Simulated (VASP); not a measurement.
Crystal: Zr.

```
CELL_PARAMETERS angstrom
0.00000 2.26462 2.26462
2.26462 0.00000 2.26462
2.26462 2.26462 0.00000
ATOMIC_POSITIONS crystal
Zr 0.00000 0.00000 0.00000
```

Base run:

| Quantity | Value |
| --- | --- |
| Program | VASP 6.6.1 |
| Functional | PBE |
| Potentials or basis | VASP PAW PBE potentials, release 64 (Zr_sv) |
| Cutoff | 500 eV |
| k mesh | 10 × 10 × 10 |
| Occupations | tetrahedron |
| Spin | no spin polarisation |

Its results: band gap on the k mesh zero (band 6 reaches 9.89 eV, above the bottom of band 7 at 8.63 eV); pressure 0.4 GPa.

Problem. After a change of settings the same cell gave: band gap on the k mesh zero (band 6 reaches 9.89 eV, above the bottom of band 7 at 8.63 eV); pressure -0.1 GPa. Which change was it?
A. k mesh from 10 × 10 × 10 to 2 × 2 × 2; occupations from tetrahedron to gaussian, width 0.1 eV
B. functional from PBE to BLYP; occupations from tetrahedron to gaussian, width 0.1 eV
C. k mesh from 10 × 10 × 10 to 4 × 4 × 4; occupations from tetrahedron to gaussian, width 0.1 eV
D. cutoff from 500 eV to 520 eV; further incar settings from ALGO = Normal; EDIFF = 1e-06; NBANDS = 12 to ALGO = Normal; EDIFF = 1e-07; NBANDS = 12

Solution. D.

Caveats: tetrahedron occupations give inexact forces and stress in metals (some runs).
